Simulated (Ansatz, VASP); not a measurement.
# Two plane-wave programs on ZnSe

```
Zn Se
1.0
     0.00000    2.56724    2.89854
     2.89854    0.00000    2.89854
     2.89854    2.56724    0.00000
Zn Se
1 1
Direct
  0.00000 0.00000 0.00000
  0.75000 0.75000 0.75000
```

Alike in both runs: task single point; functional LDA; k mesh 10 × 10 × 10; occupations gaussian, width 0.05 eV; no spin polarisation.

|  | VASP | Ansatz |
| --- | --- | --- |
| version | VASP 6.6.1 | Ansatz 0.2.0 |
| potentials or method | VASP PAW LDA potentials, release 64 (Zn, Se), cutoff 520 eV | scalar-relativistic, plane waves, PAW |
| valence electrons in the cell | 18 | 28 |

VASP gave:

| Item | Value |
| --- | --- |
| gap on the k mesh at the Fermi level (eV) | 1.01 |
| least direct gap on the mesh (eV) | 1.01 |
| pressure (GPa) | 0.0 |
| traceless stress, the component that is largest in VASP (GPa) | 2.42 |

Which values does Ansatz return?

gap on the k mesh at the Fermi level (eV): 0.97; least direct gap on the mesh (eV): 0.97; pressure (GPa): -0.4; traceless stress, the component that is largest in VASP (GPa): 2.45.

Ansatz warns that its potentials were made for another functional, while VASP's fit it. LDA's correlation is that of Perdew and Zunger in VASP and of Perdew and Wang (1992) in Ansatz. VASP's potentials hold 18 valence electrons a cell and Ansatz's 28, so a difference there can come from the potentials and not from the codes.
